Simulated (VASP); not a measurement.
# Si8HC8 (a cell with a defect) in VASP: notebook

The runs below take Si8HC8 (a cell with a defect) through single point, with PBE.

All numbers are computed with VASP 6.6.1; they aren't measurements. Logs are shortened: lines on timing, memory, paths and dates and some standing lists are left out, and cuts for length are marked.

## Step 1: The cell of the first run

The cell holds a defect, 17 atoms: a = 6.149 Å, b = 6.149 Å, c = 6.149 Å, α = 60.00°, β = 60.00°, γ = 60.00°.

## Step 2: Single point, PBE, collinear spin, zero start

File INCAR:

```
PREC     = Accurate       # precision mode
ENCUT    = 520            # plane-wave cutoff, eV
EDIFF    = 1E-6           # SCF threshold, eV
ISMEAR   = 0              # smearing method
SIGMA    = 0.05           # smearing width, eV
LREAL    = Auto         
LASPH    = True           # aspherical terms in the spheres
NELM     = 150            # most SCF steps
ALGO     = Normal         # electronic algorithm
ISIF     = 2              # what is computed and relaxed
LWAVE    = False          # write WAVECAR
LCHARG   = False          # write CHGCAR
ISPIN    = 2              # spin polarisation
MAGMOM   = 0 0 0 0 0 0 0 0 0 0 0 0 0 0 0 0 0 # initial moments
LORBIT   = 11             # projections on sites
GGA      = PE             # functional
NBANDS   = 50             # bands
```

File KPOINTS:

```
regular mesh
0
Gamma
  2 2 2
```

File POSCAR:

```
Si8HC8
1.0
    0.0000000000      4.3480000000      4.3480000000
    4.3480000000      0.0000000000      4.3480000000
    4.3480000000      4.3480000000      0.0000000000
Si C H
8 8 1
Direct
    0.0000000000      0.0000000000      0.0000000000
    0.0000000000      0.0000000000      0.5000000000
    0.0000000000      0.5000000000      0.0000000000
    0.0000000000      0.5000000000      0.5000000000
    0.5000000000      0.0000000000      0.0000000000
    0.5000000000      0.0000000000      0.5000000000
    0.5000000000      0.5000000000      0.0000000000
    0.5000000000      0.5000000000      0.5000000000
    0.1250000000      0.1250000000      0.1250000000
    0.1250000000      0.1250000000      0.6250000000
    0.1250000000      0.6250000000      0.1250000000
    0.1250000000      0.6250000000      0.6250000000
    0.6250000000      0.1250000000      0.1250000000
    0.6250000000      0.1250000000      0.6250000000
    0.6250000000      0.6250000000      0.1250000000
    0.6250000000      0.6250000000      0.6250000000
    0.7521048758      0.2425593376      0.7539116835
```

Potentials or basis: VASP PAW PBE potentials, release 64 (Si, C, H).

The run is started by

```console
cat potpaw_PBE.64/Si/POTCAR potpaw_PBE.64/C/POTCAR potpaw_PBE.64/H/POTCAR > POTCAR
mpirun -np 1 vasp_std > vasp.out
```

OUTCAR:

```text
PREC = Accurate
   ENCUT = 520
   EDIFF = 1E-6
   ISMEAR = 0
   LREAL = Auto
   LASPH = True
   NELM = 150
   ISIF = 2
   ISPIN = 2
   LORBIT = 11
   GGA = PE

 ion  position               nearest neighbor table
   1  0.000  0.000  0.000-   9 1.88  10 1.88  11 1.88  13 1.88   3 3.07   5 3.07   2 3.07   2 3.07
                             4 3.07   6 3.07   3 3.07   4 3.07   7 3.07   5 3.07   6 3.07   7 3.07
   2  0.000  0.000  0.500-  10 1.88   9 1.88  12 1.88  14 1.88   4 3.07   6 3.07   1 3.07   1 3.07
                             3 3.07   5 3.07   3 3.07   4 3.07   8 3.07   5 3.07   6 3.07   8 3.07
   3  0.000  0.500  0.000-  11 1.88   9 1.88  12 1.88  15 1.88   4 3.07   7 3.07   1 3.07   2 3.07
                             4 3.07   8 3.07   1 3.07   2 3.07   5 3.07   5 3.07   7 3.07   8 3.07
   4  0.000  0.500  0.500-  12 1.88  11 1.88  10 1.88  16 1.88   3 3.07   8 3.07   2 3.07   1 3.07
                             3 3.07   7 3.07   1 3.07   2 3.07   6 3.07   6 3.07   7 3.07   8 3.07
   5  0.500  0.000  0.000-  13 1.88   9 1.88  14 1.88  15 1.88   6 3.07   7 3.07   1 3.07   2 3.07
                             6 3.07   8 3.07   3 3.07   7 3.07   8 3.07   1 3.07   2 3.07   3 3.07
   6  0.500  0.000  0.500-  14 1.88  13 1.88  10 1.88  16 1.88   5 3.07   8 3.07   2 3.07   1 3.07
                             5 3.07   7 3.07   4 3.07   7 3.07   8 3.07   1 3.07   2 3.07   4 3.07
   7  0.500  0.500  0.000-  15 1.88  13 1.88  11 1.88  16 1.88   5 3.07   8 3.07   3 3.07   4 3.07
                             6 3.07   8 3.07   1 3.07   5 3.07   6 3.07   1 3.07   3 3.07   4 3.07
   8  0.500  0.500  0.500-  16 1.88  14 1.88  15 1.88  12 1.88   6 3.07   7 3.07   4 3.07   3 3.07
                             5 3.07   7 3.07   2 3.07   5 3.07   6 3.07   2 3.07   3 3.07   4 3.07
   9  0.125  0.125  0.125-   1 1.88   2 1.88   3 1.88   5 1.88
  10  0.125  0.125  0.625-   2 1.88   1 1.88   4 1.88   6 1.88
  11  0.125  0.625  0.125-   3 1.88   1 1.88   4 1.88   7 1.88
  12  0.125  0.625  0.625-   4 1.88   3 1.88   2 1.88   8 1.88
  13  0.625  0.125  0.125-   5 1.88   1 1.88   6 1.88   7 1.88
  14  0.625  0.125  0.625-   6 1.88   5 1.88   2 1.88   8 1.88
  15  0.625  0.625  0.125-   7 1.88   5 1.88   3 1.88   8 1.88
  16  0.625  0.625  0.625-   8 1.88   6 1.88   7 1.88   4 1.88
  17  0.752  0.243  0.754-

  LATTYP: Found a face centered cubic cell.
 ALAT       =     8.6960000000

  Lattice vectors:

 A1 = (   0.0000000000,   4.3480000000,   4.3480000000)
 A2 = (   4.3480000000,   0.0000000000,   4.3480000000)
 A3 = (   4.3480000000,   4.3480000000,   0.0000000000)

Analysis of symmetry for initial positions (statically):
[... 5 lines left out ...]
 face centered cubic supercell.

 Subroutine GETGRP returns: Found  1 space group operations
 (whereof  1 operations were pure point group operations)
 out of a pool of 48 trial point group operations.

The static configuration has the point symmetry C_1 .

Analysis of symmetry for dynamics (positions and initial velocities):
[... 5 lines left out ...]
 face centered cubic supercell.

 Subroutine GETGRP returns: Found  1 space group operations
[... 182 lines left out ...]

 val. band max:        9.5638273506   @ k =   0.0000   0.0000   0.0000
 cond. band min:       9.5998178526   @ k =   0.0000   0.5000   0.0000
 fundamental gap:      0.0359905020
 Fermi energy:         9.5963800731

 spin component 1

 k-point     1 :       0.0000    0.0000    0.0000
  band No.  band energies     occupation
      1      -7.4196      1.00000
      2      -3.8469      1.00000
      3      -3.6747      1.00000
      4      -3.6698      1.00000
      5      -3.6542      1.00000
      6      -2.1383      1.00000
[... 365 lines left out ...]
     43      15.2817      0.00000
     44      17.0498      0.00000
 Fermi energy:         9.5963800731

 spin component 2

 k-point     1 :       0.0000    0.0000    0.0000
  band No.  band energies     occupation
      1      -7.4200      1.00000
      2      -3.8470      1.00000
      3      -3.6749      1.00000
      4      -3.6701      1.00000
      5      -3.6545      1.00000
      6      -2.1386      1.00000
[... 365 lines left out ...]
     43      15.2813      0.00000
     44      17.0484      0.00000
 [bands above 44 left out]

------------------------ aborting loop because EDIFF is reached ----------------------------------------

  FORCE on cell =-STRESS in cart. coord.  units (eV):
  Direction    XX          YY          ZZ          XY          YZ          ZX
  --------------------------------------------------------------------------------------
  -------------------------------------------------------------------------------------
  Total        6.6305507      6.6317394      6.6312077      0.2236191      0.2414918     -0.2195498
  in kB       64.6192005     64.6307855     64.6256032      2.1793194      2.3535009     -2.1396613
  external PRESSURE =      64.6251964 kB  Pullay stress =       0.0000000 kB

 VOLUME and BASIS-vectors are now :
 -----------------------------------------------------------------------------
  energy-cutoff  :      520.00
  volume of cell :      164.40
      direct lattice vectors                 reciprocal lattice vectors
     0.000000000  4.348000000  4.348000000    -0.114995400  0.114995400  0.114995400
     4.348000000  0.000000000  4.348000000     0.114995400 -0.114995400  0.114995400
     4.348000000  4.348000000  0.000000000     0.114995400  0.114995400 -0.114995400

 POSITION                                       TOTAL-FORCE (eV/Angst)
 -----------------------------------------------------------------------------------
      0.00000      0.00000      0.00000        -0.003710      0.978743      0.006339
      2.17400      2.17400      0.00000        -0.964571      0.000535     -0.003926
      2.17400      0.00000      2.17400        -0.000643     -0.009290      0.006726
      4.34800      2.17400      2.17400        -0.016424      0.023222      0.988809
      0.00000      2.17400      2.17400        -0.006287     -0.007149     -0.975023
      2.17400      4.34800      2.17400        -0.004491      0.028610     -0.022173
[... 9 lines left out ...]
      5.43500      5.43500      5.43500        -0.264684      0.258796     -0.260541
      4.33266      6.54816      4.32480        -0.164196      0.190355     -0.182611
 -----------------------------------------------------------------------------------
    total drift:                               -0.000046      0.000048     -0.000029

  FREE ENERGIE OF THE ION-ELECTRON SYSTEM (eV)
  ---------------------------------------------------
  free  energy   TOTEN  =      -119.3864476338 eV

  energy  without entropy=     -119.3762547345  energy(sigma->0) =     -119.38135118

 total charge

# of ion       s       p       d       tot
------------------------------------------
    1        0.697   0.976   0.000   1.673
    2        0.697   0.976   0.000   1.673
    3        0.697   0.980   0.000   1.677
    4        0.698   0.977   0.000   1.675
    5        0.697   0.976   0.000   1.673
    6        0.723   0.938   0.000   1.661
[... 9 lines left out ...]
   16        0.840   1.718   0.000   2.559
   17        0.377   0.030   0.000   0.408
--------------------------------------------------
tot         12.692  21.553   0.000  34.245

 magnetization (x)

# of ion       s       p       d       tot
------------------------------------------
    1        0.000  -0.000   0.000  -0.000
    2        0.000  -0.000   0.000  -0.000
    3        0.000  -0.000   0.000  -0.000
    4        0.000  -0.000   0.000  -0.000
    5        0.000  -0.000   0.000  -0.000
    6        0.000  -0.000   0.000   0.000
[... 9 lines left out ...]
   16       -0.000   0.000   0.000   0.000
   17        0.000   0.000   0.000   0.000
--------------------------------------------------
tot          0.000  -0.000   0.000  -0.000
```

OSZICAR:

```text
N       E                     dE             d eps       ncg     rms          rms(c)
DAV:   1     0.172253929486E+03    0.17225E+03   -0.29186E+04  1600   0.116E+03
DAV:   2    -0.117277574661E+03   -0.28953E+03   -0.27190E+03  2036   0.213E+02
DAV:   3    -0.133967006031E+03   -0.16689E+02   -0.16537E+02  2056   0.471E+01
DAV:   4    -0.134221382807E+03   -0.25438E+00   -0.25387E+00  2040   0.655E+00
DAV:   5    -0.134226608657E+03   -0.52258E-02   -0.52230E-02  2068   0.894E-01    0.250E+01
DAV:   6    -0.119774521178E+03    0.14452E+02   -0.40229E+01  1896   0.201E+01    0.113E+01
DAV:   7    -0.119452154254E+03    0.32237E+00   -0.54568E+00  2102   0.747E+00    0.493E+00
DAV:   8    -0.119395768297E+03    0.56386E-01   -0.29103E-01  1942   0.187E+00    0.154E+00
DAV:   9    -0.119387113087E+03    0.86552E-02   -0.35506E-02  1892   0.777E-01    0.375E-01
DAV:  10    -0.119385867564E+03    0.12455E-02   -0.10241E-02  1872   0.379E-01    0.206E-01
DAV:  11    -0.119386665086E+03   -0.79752E-03   -0.18730E-03  2000   0.166E-01    0.116E-01
DAV:  12    -0.119387575345E+03   -0.91026E-03   -0.60721E-04  1850   0.812E-02    0.163E-01
DAV:  13    -0.119386582241E+03    0.99310E-03   -0.58408E-04  1900   0.753E-02    0.862E-02
DAV:  14    -0.119386483156E+03    0.99085E-04   -0.66602E-04  1894   0.733E-02    0.491E-02
DAV:  15    -0.119386450330E+03    0.32826E-04   -0.81897E-05  1840   0.315E-02    0.211E-02
DAV:  16    -0.119386448642E+03    0.16873E-05   -0.33447E-05  1900   0.186E-02    0.113E-02
DAV:  17    -0.119386447561E+03    0.10813E-05   -0.45741E-06  1626   0.770E-03    0.459E-03
DAV:  18    -0.119386447634E+03   -0.72825E-07   -0.49829E-07  1128   0.272E-03
   1 F= -.11938645E+03 E0= -.11938135E+03  d E =-.101929E-01  mag=    -0.0065
```

stdout:

```text
POSCAR found type information on POSCAR SiC H
 POSCAR found :  3 types and      17 ions
 scaLAPACK will be used
 LDA part: xc-table for (Slater+PW92), standard interpolation
 POSCAR, INCAR and KPOINTS ok, starting setup
 FFT: planning ... GRIDC
 FFT: planning ... GRID_SOFT
 FFT: planning ... GRID
 WAVECAR not read
 entering main loop
```

It took 3.6 min on 1 thread of AMD EPYC 9R45 (Zen 5), shared host; peak memory 0.4 GiB.

What came out:

```yaml
Free_energy: -119.3864 eV
Pressure: 6.5 GPa
Largest_force: 0.999 eV/Å
Net_moment: -0.01 μB per cell
Valence_electrons_inside_the_program's_atomic_spheres: Si 1.67, 1.68, 1.66; C 2.56; H 0.41
```

Forces in eV/Å, atoms in the order of the input:
```
Si  -0.004  0.979  0.006
Si  -0.965  0.001 -0.004
Si  -0.001 -0.009  0.007
Si  -0.016  0.023  0.989
Si  -0.006 -0.007 -0.975
Si  -0.004  0.029 -0.022
Si   0.999  0.016 -0.014
Si  -0.019 -0.985 -0.024
C    0.045 -0.046  0.046
C    0.374 -0.382 -0.289
C   -0.048 -0.054 -0.047
C    0.053  0.047 -0.047
C   -0.302 -0.392  0.390
C    0.370  0.285  0.376
C   -0.048  0.047  0.054
C   -0.265  0.259 -0.261
H   -0.164  0.190 -0.183
```

Caveat: the k points lie up to 0.63 Å⁻¹ apart.

## Step 3: Single point, PBE, collinear spin, zero start

File INCAR:

```
SYSTEM = Si8HC8
PREC = Accurate
ENCUT = 520
EDIFF = 1E-6
ISMEAR = 0
SIGMA = 0.05
LREAL = Auto
LASPH = .True.
NELM = 150
ALGO = Normal
ISIF = 2
LWAVE = .False.
LCHARG = .False.
ISPIN = 2
MAGMOM = 0 0 0 0 0 0 0 0 0 0 0 0 0 0 0 0 0
LORBIT = 11
GGA = PE
NBANDS = 50
```

File KPOINTS:

```
Automatic mesh
0
Gamma
  2 2 2
  0 0 0
```

POSCAR, as its differences from that of step 2:

```diff
@@ -24,2 +24,2 @@
     0.6250000000      0.6250000000      0.6250000000
-    0.7521048758      0.2425593376      0.7539116835
+    0.8750362236      0.3724577967      0.8718066927
```

Potentials or basis: VASP PAW PBE potentials, release 64 (Si, C, H).

The run is started by

```console
cat potpaw_PBE.64/Si/POTCAR potpaw_PBE.64/C/POTCAR potpaw_PBE.64/H/POTCAR > POTCAR
mpirun -np 1 vasp_std > vasp.out
```

Wall time 2.9 min (1 thread of AMD EPYC 9R45 (Zen 5), shared host); peak memory 0.4 GiB.

Results (log left out):

| Quantity | Value |
| --- | --- |
| Free energy | -120.0918 eV |
| Pressure | 7.5 GPa |
| Largest force | 0.545 eV/Å |
| Net moment | 0.25 μB per cell |
| Site moments | Si +0.00; C +0.01, +0.00; H +0.06 μB |
| Valence electrons inside the program's atomic spheres | Si 1.68; C 2.56; H 0.53 |

Forces in eV/Å, atoms in the order of the input:
```
Si   0.076 -0.032  0.060
Si  -0.047  0.021  0.023
Si  -0.085 -0.096 -0.098
Si   0.071  0.058 -0.030
Si   0.025  0.031 -0.048
Si  -0.028 -0.021 -0.019
Si  -0.042  0.083  0.080
Si   0.023 -0.047  0.031
C    0.004  0.502  0.002
C   -0.545  0.005  0.004
C   -0.005 -0.003 -0.002
C    0.004  0.002  0.505
C    0.007  0.004 -0.528
C    0.001  0.000  0.000
C    0.489  0.001  0.001
C    0.007 -0.532  0.003
H    0.044  0.022  0.015
```

Stress tensor (GPa, compression positive):
```
 7.52 -0.04 -0.04
-0.04  7.53 -0.08
-0.04 -0.08  7.53
```

Levels at points of the mesh, in eV from the Fermi level:
Spin up:
```csv
k point,band 30,band 31,band 32,band 33,band 34,band 35,band 36,band 37
"(0.00, 0.00, 0.00)",-1.27,-0.24,-0.24,-0.24,1.10,1.10,4.06,4.06
"(0.50, 0.00, 0.00)",-0.85,-0.84,-0.84,-0.23,3.29,3.47,3.47,3.49
"(0.00, 0.50, 0.00)",-0.86,-0.84,-0.84,-0.22,3.29,3.47,3.47,3.49
"(0.00, 0.00, 0.50)",-0.86,-0.84,-0.84,-0.22,3.29,3.47,3.47,3.49
"(0.50, 0.50, 0.50)",-0.85,-0.85,-0.85,-0.23,3.30,3.47,3.47,3.49
"(0.50, 0.50, 0.00)",-1.42,-1.41,-1.41,0.55,3.73,4.19,4.98,5.13
"(0.00, 0.50, 0.50)",-1.42,-1.41,-1.41,0.55,3.73,4.19,4.98,5.13
"(0.50, 0.00, 0.50)",-1.42,-1.41,-1.41,0.55,3.73,4.19,4.98,5.13
```
Spin down:
```csv
k point,band 29,band 30,band 31,band 32,band 33,band 34,band 35,band 36
"(0.00, 0.00, 0.00)",-1.25,-1.25,-0.23,-0.23,-0.23,1.10,1.10,4.07
"(0.50, 0.00, 0.00)",-0.84,-0.84,-0.83,-0.82,0.00,3.32,3.48,3.48
"(0.00, 0.50, 0.00)",-0.85,-0.84,-0.82,-0.82,0.00,3.31,3.48,3.48
"(0.00, 0.00, 0.50)",-0.85,-0.85,-0.82,-0.82,0.00,3.31,3.48,3.48
"(0.50, 0.50, 0.50)",-0.84,-0.84,-0.83,-0.83,-0.01,3.32,3.48,3.48
"(0.50, 0.50, 0.00)",-1.45,-1.41,-1.40,-1.40,0.78,3.74,4.21,4.98
"(0.00, 0.50, 0.50)",-1.45,-1.41,-1.40,-1.40,0.78,3.74,4.21,4.98
"(0.50, 0.00, 0.50)",-1.45,-1.41,-1.40,-1.40,0.78,3.74,4.21,4.98
```

Caveat: the k points lie up to 0.63 Å⁻¹ apart.

(Continued in part 2 of 2.)
